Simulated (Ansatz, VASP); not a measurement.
One calculation of Si, two programs

The input POSCAR:

```
Si
1.0
    3.8512048931      0.0000000000      0.0000000000
   -1.9256024465      3.3352412726      0.0000000000
    0.0000000000      0.0000000000      6.3348653510
Si
4
Direct
    0.3333333333      0.6666666667     -0.0004342955
    0.6666666667      0.3333333333      0.4995657045
    0.3333333333      0.6666666667      0.3744342955
    0.6666666667      0.3333333333      0.8744342955
```

File INCAR.step1:

```
SYSTEM = Si
  PREC = Accurate
  ENCUT = 520
  ISMEAR = 0
  SIGMA = 0.02
  LREAL = .False.
  LASPH = .True.
  NELM = 80
  GGA = PE
  ALGO = Normal
  EDIFF = 1E-4
  LWAVE = .True.
  LCHARG = .False.
```

File INCAR.step2:

```
SYSTEM = Si
  PREC = Accurate
  ENCUT = 520
  EDIFF = 1E-7
  ISMEAR = 0
  SIGMA = 0.02
  LREAL = .False.
  LASPH = .True.
  NELM = 80
  ALGO = Normal
  ISIF = 2
  LWAVE = .False.
  LCHARG = .False.
  METAGGA = R2SCAN
  LMIXTAU = .True.
  IBRION = 2
  NSW = 60
  EDIFFG = -0.002
  ISTART = 1
```

The input KPOINTS:

```
Automatic mesh
0
Gamma
  9 9 4
  0 0 0
```

Input for Ansatz:

```yaml
crystal:
  lattice:
    - [3.8512048931, 0.0, 0.0]
    - [-1.9256024465, 3.3352412726, 0.0]
    - [0.0, 0.0, 6.334865351]
  atoms:
    - { symbol: Si, position: [0.3333333333, 0.6666666667, -0.0004342955] }
    - { symbol: Si, position: [0.6666666667, 0.3333333333, 0.4995657045] }
    - { symbol: Si, position: [0.3333333333, 0.6666666667, 0.3744342955] }
    - { symbol: Si, position: [0.6666666667, 0.3333333333, 0.8744342955] }
basis:
  ecutwfc: 500
kpoints:
  mp_grid: { grid: [9, 9, 4] }
hamiltonian:
  xc: r2scan
  pseudopotentials: { kind: paw, azcp: { folder: soft_1 } }
scf:
  occupations: { method: gaussian, width: 0.02 }
output:
  forces: true
  stress: true
  eigenvalues: true
relax:
  adjacent_minimum: "off"
  f_tol: 0.002
  max_steps: 40
```

Change from the starting cell: strained cell.

Alike in both runs: task relaxation of the atoms; functional r2SCAN; k mesh 9 × 9 × 4; occupations gaussian, width 0.02 eV; no spin polarisation.

```csv
,VASP,Ansatz
version,VASP 6.6.1,Ansatz 0.2.0
potentials or method,"VASP PAW PBE potentials, release 64 (Si), cutoff 520 eV","scalar-relativistic, plane waves, PAW"
valence electrons in the cell,16,16
```

|  | VASP | Ansatz | Ansatz less VASP |
| --- | --- | --- | --- |
| gap on the k mesh at the Fermi level, each at its own relaxed structure (eV) | 0.66 | 0.65 | -0.013 |

VASP's potentials were made for PBE, not for r2SCAN. Ansatz's warnings: stress scf threshold loose.
